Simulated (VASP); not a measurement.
# KBr (Fm-3m) in VASP: settings compared, part 2 of 2

VASP 6.6.1. The steps go on from the part before.

### 3 Vibrations by perturbation theory, PBE

INCAR reads:

```
SYSTEM = KBr
ALGO = Normal ; EDIFF = 1E-8
ENCUT = 520 ; GGA = PE
IBRION = 8 ; ISIF = 2
ISMEAR = 0 ; LASPH = .True.
LCHARG = .True. ; LEPSILON = .True.
LREAL = .False. ; LWAVE = .False.
NBANDS = 15 ; NELM = 60
NSW = 1 ; PREC = Accurate
SIGMA = 0.01
```

KPOINTS reads:

```
k-points
0
Gamma
  5 5 5
  0 0 0
```

POSCAR reads:

```
KBr
1.0
    0.0000000000      3.3000000000      3.3000000000
    3.3000000000      0.0000000000      3.3000000000
    3.3000000000      3.3000000000      0.0000000000
Br K
1 1
Direct
    0.5000000000      0.5000000000      0.5000000000
    0.0000000000      0.0000000000      0.0000000000
```

Potentials or basis: VASP PAW PBE potentials, release 64 (Br, K_sv).

On the command line:

```
$ cat potpaw_PBE.64/Br/POTCAR potpaw_PBE.64/K_sv/POTCAR > POTCAR
$ mpirun -np 1 vasp_std > vasp.out
```

OUTCAR:

```text
SYSTEM = KBr
   EDIFF = 1E-8
   ENCUT = 520
   GGA = PE
   IBRION = 8
   ISIF = 2
   ISMEAR = 0
   LASPH = .True.
   LEPSILON = .True.
   LREAL = .False.
   NELM = 60
   NSW = 1
   PREC = Accurate

 ion  position               nearest neighbor table
   1  0.500  0.500  0.500-   2 3.30   2 3.30   2 3.30   2 3.30   2 3.30   2 3.30
   2  0.000  0.000  0.000-   1 3.30   1 3.30   1 3.30   1 3.30   1 3.30   1 3.30

  LATTYP: Found a face centered cubic cell.
 ALAT       =     6.6000000000

  Lattice vectors:

 A1 = (   0.0000000000,   3.3000000000,   3.3000000000)
 A2 = (   3.3000000000,   0.0000000000,   3.3000000000)
 A3 = (   3.3000000000,   3.3000000000,   0.0000000000)

Analysis of symmetry for initial positions (statically):
=====================================================================
 Subroutine PRICEL returns:
 Original cell was already a primitive cell.

 Routine SETGRP: Setting up the symmetry group for a
 face centered cubic supercell.

 Subroutine GETGRP returns: Found 48 space group operations
 (whereof 48 operations were pure point group operations)
 out of a pool of 48 trial point group operations.

The static configuration has the point symmetry O_h .

Analysis of symmetry for dynamics (positions and initial velocities):
=====================================================================
 Subroutine PRICEL returns:
 Original cell was already a primitive cell.

 Routine SETGRP: Setting up the symmetry group for a
 face centered cubic supercell.

 Subroutine GETGRP returns: Found 48 space group operations
 (whereof 48 operations were pure point group operations)
 out of a pool of 48 trial point group operations.

The dynamic configuration has the point symmetry O_h .

 Subroutine INISYM returns: Found 48 space group operations
 (whereof 48 operations are pure point group operations),
 and found     1 'primitive' translations

----------------------------------------------------------------------------------------

                                     Primitive cell

  volume of cell :      71.8740

  direct lattice vectors                    reciprocal lattice vectors
     0.000000000  3.300000000  3.300000000    -0.151515152  0.151515152  0.151515152
     3.300000000  0.000000000  3.300000000     0.151515152 -0.151515152  0.151515152
     3.300000000  3.300000000  0.000000000     0.151515152  0.151515152 -0.151515152

  length of vectors
     4.666904756  4.666904756  4.666904756     0.262431941  0.262431941  0.262431941

  position of ions in fractional coordinates (direct lattice)
     0.500000000  0.500000000  0.500000000
     0.000000000  0.000000000  0.000000000
[... 353 lines left out ...]
    -0.00001  0.00000 -0.00000
     0.00000 -0.00001 -0.00000
     0.00000  0.00000 -0.00027

--------------------------------------- Ionic step        4  -------------------------------------------

------------------------ aborting loop because EDIFF is reached ----------------------------------------

[... ionic steps 5 to 6 ...]

--------------------------------------- Ionic step        7  -------------------------------------------

 Free energy of the ion-electron system (eV)
  ---------------------------------------------------
  ---------------------------------------------------
  free energy    TOTEN  =        -0.31745132 eV

  energy without entropy =       -0.31745132

------------------------ aborting loop because EDIFF is reached ----------------------------------------

 INTERNAL STRAIN TENSOR  FOR ION    2  DIRECTION 1   (eV/Angst):
 -----------------------------------------------------------------------------
    -0.01793  0.00000 -0.00000
    -0.00000  0.00408 -0.00000
     0.00000 -0.00000  0.00408

 MACROSCOPIC STATIC DIELECTRIC TENSOR (including local field effects in DFT)
 ------------------------------------------------------
           2.554677     0.000000     0.000000
          -0.000000     2.554677     0.000000
          -0.000000     0.000000     2.554677
 ------------------------------------------------------

 PIEZOELECTRIC TENSOR (including local field effects)  for field in x, y, z        (e  Angst)
          XX          YY          ZZ          XY          YZ          ZX
  --------------------------------------------------------------------------------
  x     0.00000     0.00000     0.00000     0.00000     0.00000     0.00000
  y     0.00000     0.00000     0.00000     0.00000     0.00000     0.00000
  z     0.00000     0.00000     0.00000     0.00000     0.00000     0.00000

 PIEZOELECTRIC TENSOR (including local field effects)  for field in x, y, z        (C/m^2)
          XX          YY          ZZ          XY          YZ          ZX
  --------------------------------------------------------------------------------
  x     0.00000     0.00000     0.00000     0.00000     0.00000     0.00000
  y     0.00000     0.00000     0.00000     0.00000     0.00000     0.00000
  z     0.00000     0.00000     0.00000     0.00000     0.00000     0.00000

 BORN EFFECTIVE CHARGES (including local field effects) (in |e|, cummulative output)
 ---------------------------------------------------------------------------------
 ion    1
    1    -1.12729    -0.00000    -0.00000
    2    -0.00000    -1.12729    -0.00000
    3     0.00000     0.00000    -1.12729
 ion    2
    1     1.12729     0.00000     0.00000
    2     0.00000     1.12729     0.00000
    3    -0.00000    -0.00000     1.12729

 INTERNAL STRAIN TENSOR FOR ION    2 for displacements in x,y,z  (eV/Angst):
          X           Y           Z          XY          YZ          ZX
  --------------------------------------------------------------------------------
  x     0.00000     0.00000     0.00000     0.00000     0.00000     0.00000
  y     0.00000     0.00000     0.00000     0.00000     0.00000     0.00000
  z     0.00000     0.00000     0.00000     0.00000     0.00000     0.00000

 SECOND DERIVATIVES (NOT SYMMETRIZED)
 ------------------------------------
               1X          1Y          1Z          2X          2Y          2Z
  1X    -1.236604    0.000000    0.000000    1.236604    0.000000    0.000000
  1Y     0.000000   -1.236604    0.000000    0.000000    1.236604    0.000000
  1Z     0.000000    0.000000   -1.236604    0.000000    0.000000    1.236604
  2X     1.240201    0.000000    0.000000   -1.240201    0.000000    0.000000
  2Y     0.000000    1.240201    0.000000    0.000000   -1.240201    0.000000
  2Z     0.000000    0.000000    1.240201    0.000000    0.000000   -1.240201

 Eigenvectors and eigenvalues of the dynamical matrix
 ----------------------------------------------------

   1 f  =    3.396295 THz    21.339552 2PiTHz  113.288212 cm-1    14.045942 meV
             X         Y         Z           dx          dy          dz
      3.300000  3.300000  3.300000     0.572633    0.000000   -0.000000
      0.000000  0.000000  0.000000    -0.819812    0.000000   -0.000000
[... 21 lines left out ...]
   6 f/i=    0.002315 THz     0.014548 2PiTHz    0.077232 cm-1     0.009576 meV
             X         Y         Z           dx          dy          dz
      3.300000  3.300000  3.300000     0.147628    0.277921   -0.757005
      0.000000  0.000000  0.000000     0.103117    0.194126   -0.528763

--------------------------------------------------------------------------------------------------------

 MACROSCOPIC STATIC DIELECTRIC TENSOR IONIC CONTRIBUTION
 ------------------------------------------------------
           2.583456     0.000000     0.000000
           0.000000     2.583456     0.000000
           0.000000     0.000000     2.583456
 ------------------------------------------------------

 ELASTIC MODULI CONTR FROM IONIC RELAXATION (kBar)
 Direction    XX          YY          ZZ          XY          YZ          ZX
 --------------------------------------------------------------------------------
 XX           0.0000      0.0000      0.0000      0.0000      0.0000      0.0000
 YY           0.0000      0.0000      0.0000      0.0000      0.0000      0.0000
 ZZ           0.0000      0.0000      0.0000      0.0000      0.0000      0.0000
 XY           0.0000      0.0000      0.0000      0.0000      0.0000      0.0000
 YZ           0.0000      0.0000      0.0000      0.0000      0.0000      0.0000
 ZX           0.0000      0.0000      0.0000      0.0000      0.0000      0.0000
 --------------------------------------------------------------------------------

 PIEZOELECTRIC TENSOR IONIC CONTR  for field in x, y, z        (C/m^2)
          XX          YY          ZZ          XY          YZ          ZX
  --------------------------------------------------------------------------------
  x     0.00000     0.00000     0.00000     0.00000     0.00000     0.00000
  y     0.00000     0.00000     0.00000     0.00000     0.00000     0.00000
  z     0.00000     0.00000     0.00000     0.00000     0.00000     0.00000
```

OSZICAR:

```text
N       E                     dE             d eps       ncg     rms          rms(c)
DAV:   1     0.103747233021E+03    0.10375E+03   -0.69404E+03   300   0.940E+02
DAV:   2    -0.166698384432E-01   -0.10376E+03   -0.95979E+02   384   0.234E+02
DAV:   3    -0.612981199541E+01   -0.61131E+01   -0.60834E+01   391   0.508E+01
[... 248 lines left out ...]
RMM:  11    -0.317451729051E+00    0.32835E-06    0.54620E-08  1302   0.357E-04    0.784E-05
RMM:  12    -0.317451405700E+00    0.32335E-06    0.26210E-07  1282   0.174E-04    0.393E-05
RMM:  13    -0.317451372271E+00    0.33429E-07    0.20969E-07  1299   0.772E-05    0.823E-06
RMM:  14    -0.317451303794E+00    0.68477E-07    0.13987E-07  1233   0.426E-05    0.549E-06
RMM:  15    -0.317451324081E+00   -0.20286E-07    0.71546E-08  1281   0.217E-05    0.197E-06
RMM:  16    -0.317451319877E+00    0.42038E-08    0.36387E-08  1198   0.127E-05    0.814E-07
 Linear response finished
```

Wall time 5.5 min (1 thread of Intel Xeon Platinum 8488C (Sapphire Rapids), shared host); peak memory 0.26 GiB.

Results:

```yaml
Electronic_dielectric_tensor_diagonal: 2.55
Born_charges_mean_of_the_diagonal: Br -1.13; K +1.13 e
Highest_phonon_frequency_at_Γ_LO-TO_splitting_left_out: 113 cm⁻¹
```

Phonon frequencies in cm⁻¹ (negative: imaginary):
```csv
q point,frequencies
"(0.000, 0.000, 0.000)",0 0 0 113 113 113
```

Electronic dielectric tensor:
```
2.55 0.00 0.00
0.00 2.55 0.00
0.00 0.00 2.55
```

Born effective charge tensors (e):
atom 1, Br
```
-1.13  0.00  0.00
 0.00 -1.13  0.00
 0.00  0.00 -1.13
```
atom 2, K
```
1.13 0.00 0.00
0.00 1.13 0.00
0.00 0.00 1.13
```
